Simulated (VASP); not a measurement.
Wanted: the native input for a VASP 6.6.1 run.

| Item | Value |
| --- | --- |
| Task | single point |
| Functional | PBEsol |
| Potentials or basis | VASP PAW PBE potentials, release 64 (Al) |
| Cutoff | 520 eV |
| k mesh | 11 × 11 × 11 |
| Occupations | fermi-dirac, width 0.05 eV |
| Spin | no spin polarisation |
| Dipole correction | no |
| Further INCAR settings | ALGO = Fast; EDIFF = 1e-06; NBANDS = 8 |

The structure of Al lies in POSCAR:

```
Al
1.0
    0.0000000000      2.0514502267      2.0514502267
    2.0514502267      0.0000000000      2.0514502267
    2.0514502267      2.0514502267      0.0000000000
Al
1
Direct
    0.0000000000      0.0000000000      0.0000000000
```

This cell differs from its parent crystal: volume scaled by 1.04.

The input as run:

INCAR

```
SYSTEM = Al
PREC     = Accurate       ! precision mode
ENCUT    = 520            ! plane-wave cutoff, eV
EDIFF    = 1E-6           ! SCF threshold, eV
ISMEAR   = -1             ! smearing method
SIGMA    = 0.05           ! smearing width, eV
LREAL    = .FALSE.        ! projectors in reciprocal space
LASPH    = .TRUE.         ! aspherical terms in the spheres
NELM     = 60             ! most SCF steps
ALGO     = Fast           ! electronic algorithm
ISIF     = 2              ! what is computed and relaxed
LWAVE    = .FALSE.        ! write WAVECAR
LCHARG   = .TRUE.         ! write CHGCAR
GGA      = PS             ! functional
LELF     = .TRUE.         ! ELF
LVHAR    = .TRUE.       
NBANDS   = 8              ! bands
```

KPOINTS

```
regular mesh
0
G
  11 11 11
  0 0 0
```

Potentials or basis: VASP PAW PBE potentials, release 64 (Al).

Command:

```console
$ cat potpaw_PBE.64/Al/POTCAR > POTCAR
$ mpirun -np 1 vasp_std > vasp.out
```

It gave:

```json
{"Pressure": "-4.6 GPa"}
```

Caveat: the PAW data sets were made with another functional, which shifts forces and pressure a little.

Run time: 3.5 s on 1 thread of Intel(R) Xeon(R) Platinum 8481C CPU @ 2.70GHz (Sapphire Rapids), on a shared host, peak memory 0.13 GiB.
